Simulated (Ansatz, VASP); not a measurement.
N in VASP and in Ansatz

```
N
1.0
     4.16252    0.00000    0.00000
     0.00000    4.16252    0.00000
     0.00000    0.00000    5.40711
N
4
Direct
  0.90713 0.90713 0.00000
  0.59287 0.40713 0.50000
  0.09287 0.09287 0.00000
  0.40713 0.59287 0.50000
```

Alike in both runs: functional r2SCAN; k mesh 4 × 4 × 4; occupations gaussian, width 0.1 eV; no spin polarisation.

Ansatz relaxed the structure, and its values are those at the end. VASP's run is a single point on that final structure, the one shown.

|  | VASP | Ansatz |
| --- | --- | --- |
| version | VASP 6.6.1 | Ansatz 0.2.0 |
| potentials or method | VASP PAW PBE potentials, release 64 (N), cutoff 520 eV | scalar-relativistic, plane waves, PAW |
| valence electrons in the cell | 20 | 20 |

```tsv
	VASP	Ansatz	Ansatz less VASP
gap on the k mesh at the Fermi level (eV)	7.82	7.85	+0.035
least direct gap on the mesh (eV)	7.98	8.01	+0.035
pressure (GPa)	2.5	0.0	-2.52
rms of the force components (eV/Å)	1.300	0.030	-1.2698
```

VASP's potentials were made for PBE, not for r2SCAN.

Noted on VASP's run: the standard files for N, O and F lose accuracy on very short bonds.
